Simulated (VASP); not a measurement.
Runs of VASP 6.6.1 on V. The typed cell holds 1 atom: a = 2.764 Å, b = 2.587 Å, c = 2.694 Å, α = 57.81°, β = 58.52°, γ = 63.76°. 

```csv
task,level,spin,fixed moment (μB),cell,k mesh,cutoff (eV),smearing,gap on the mesh (eV),pressure (GPa),moment (μB)
relaxation of cell and atoms,BLYP+D4,"collinear, ferromagnetic start",-,relaxed,11 × 12 × 12,600,fermi-dirac 0.05 eV,none,-0.1,0.00
single point,PBE,"collinear, ferromagnetic start",1.5,as given,10 × 10 × 10,520,fermi-dirac 0.05 eV,-,13.0,1.50
single point,PBE,"collinear, zero start",0.0,as given,10 × 10 × 10,520,fermi-dirac 0.05 eV,-,(b),0.00
single point,PBE,"collinear, ferromagnetic start",1.0,as given,10 × 10 × 10,520,fermi-dirac 0.05 eV,-,7.9,1.00
single point,PBE,"collinear, ferromagnetic start",-,as given,11 × 12 × 12,520,fermi-dirac 0.05 eV,none,(a),0.00
single point,PBE,"collinear, ferromagnetic start",-,as given,8 × 9 × 9,520,gaussian 0.05 eV,none,3.8,0.00
single point,PBE,"collinear, ferromagnetic start",-,as given,8 × 9 × 9,520,methfessel-paxton 0.05 eV,none,3.9,0.00
single point,PBE,"collinear, ferromagnetic start",0.5,as given,10 × 10 × 10,520,fermi-dirac 0.05 eV,-,4.6,0.50
```

Alike in all rows: potentials or basis VASP PAW PBE potentials, release 64 (V_sv).

Problem. Fill in the values left out.

Solution. (a) 3.6; (b) 3.4.

Caveats: the moments typed at the start vanished in this run (at least some runs); the total moment is fixed, so each spin has its own Fermi level and the state may be an excited one (at least some runs); the stress differs along the axes, from -8 to 11 GPa (at least some runs); the PAW data sets were made with another functional, which shifts forces and pressure a little (at least some runs); the cell stands under pressure (at least some runs); the stress differs along the axes, from -8 to 10 GPa (at least some runs); the total moment is fixed, so each spin has its own Fermi level (at least some runs).

A gap of «none» marks levels without a gap at the run's occupations.
